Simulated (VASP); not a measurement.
Here is a VASP 6.6.1 calculation.

File INCAR:

```
ALGO = Normal ; EDIFF = 1E-6
ENCUT = 520 ; GGA = PE
ISIF = 2 ; ISMEAR = 0
LASPH = True ; LCHARG = False
LREAL = False ; LWAVE = False
NBANDS = 26 ; NELM = 100
PREC = Accurate ; SIGMA = 0.01
```

Contents of KPOINTS:

```
k-points
0
Gamma
  7 7 4
```

The input POSCAR:

```
ZnO
1.0
    3.2053930491      0.0000000000      0.0000000000
   -1.6026965246      2.7759515406      0.0000000000
    0.0000000000      0.0000000000      5.1353529565
Zn O
2 2
Direct
    0.3333333333      0.6666666667      0.5000000000
    0.6666666667      0.3333333333      0.0000000000
    0.6666666667      0.3333333333      0.3790100000
    0.3333333333      0.6666666667      0.8790100000
```

Potentials or basis: VASP PAW PBE potentials, release 64 (Zn, O).

Launch:

```console
$ cat potpaw_PBE.64/Zn/POTCAR potpaw_PBE.64/O/POTCAR > POTCAR
$ mpirun -np 1 vasp_std > vasp.out
```

**Question.** Estimate the band gap on the k mesh.

**Answer.** 0.85 eV, direct.

**Question.** What does it give for the largest force?

**Answer.** 0.089 eV/Å.

**Question.** Estimate the pressure.

**Answer.** 12.9 GPa.

Stress tensor (GPa, compression positive):
```
12.25  0.00  0.00
 0.00 12.25  0.00
 0.00  0.00 14.22
```
